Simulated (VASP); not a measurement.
Input of a VASP 6.6.1 run:

Contents of INCAR:

```
SYSTEM = TaN
PREC = Accurate ; ENCUT = 520
EDIFF = 1E-6 ; ISMEAR = 0
SIGMA = 0.15 ; LREAL = .False.
LASPH = .True. ; NELM = 100
ALGO = Normal ; ISIF = 2
LWAVE = .False. ; LCHARG = .False.
GGA = CA ; NBANDS = 42
```

Contents of KPOINTS:

```
regular mesh
0
Gamma
  15 15 5
  0 0 0
```

POSCAR

```
TaN
1.0
    1.4532781440     -2.5171515829      0.0000000000
    0.0000000000      0.0000000000     -2.8514389807
    8.7196688639      5.0343031657      0.0000000000
Ta N
4 4
Direct
    0.5000000000      0.5000000000      0.0833333333
    0.0000000000      0.5000000000      0.3333333333
    0.5000000000      0.5000000000      0.5833333333
    0.0000000000      0.5000000000      0.8333333333
    0.0000000000      0.0000000000      0.0000000000
    0.5000000000      0.0000000000      0.2500000000
    0.0000000000      0.0000000000      0.5000000000
    0.5000000000      0.0000000000      0.7500000000
```

Potentials or basis: VASP PAW LDA potentials, release 64 (Ta_pv, N).

Launch:

```bash
$ cat potpaw_LDA.64/Ta_pv/POTCAR potpaw_LDA.64/N/POTCAR > POTCAR
$ mpirun -np 1 vasp_std > vasp.out
```

Problem. Predict the band gap on the k mesh.

Solution. Zero (band 32 reaches 8.65 eV, above the bottom of band 33 at 8.34 eV).

Problem. What does it give for the pressure?

Solution. 2.1 GPa.

Stress tensor (GPa, compression positive):
```
1.95 0.00 0.00
0.00 1.95 0.00
0.00 0.00 2.25
```

Caveat: spin-orbit coupling is left out, which moves the levels of the heavy elements.
